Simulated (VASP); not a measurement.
A run of VASP 6.6.1:

Contents of INCAR:

```
SYSTEM = Si
PREC = Accurate ; ENCUT = 520
EDIFF = 1E-6 ; ISMEAR = 0
SIGMA = 0.1 ; LREAL = .FALSE.
LASPH = .TRUE. ; NELM = 100
ALGO = Normal ; ISIF = 2
LWAVE = .FALSE. ; LCHARG = .FALSE.
GGA = PE ; NBANDS = 11
```

File KPOINTS:

```
regular mesh
0
G
  6 6 6
  0 0 0
```

File POSCAR:

```
Si
1.0
    0.0000000000      2.7185000000      2.7185000000
    2.7185000000      0.0000000000      2.7185000000
    2.7185000000      2.7185000000      0.0000000000
Si
2
Direct
    0.5000000000      0.5000000000      0.5000000000
    0.7500000000      0.7500000000      0.7500000000
```

Potentials or basis: VASP PAW PBE potentials, release 64 (Si).

Command:

```console
$ cat potpaw_PBE.64/Si/POTCAR > POTCAR
$ mpirun -np 1 vasp_std > vasp.out
```

Hardware: 1 thread of Intel Xeon 8259CL, with other jobs on the host.

Task: How long does it take, and how much memory?

Result: Run time: 9 s on 1 thread of Intel Xeon 8259CL, with other jobs on the host, peak memory 0.16 GiB. Counts: scf iterations 11, k points 16.
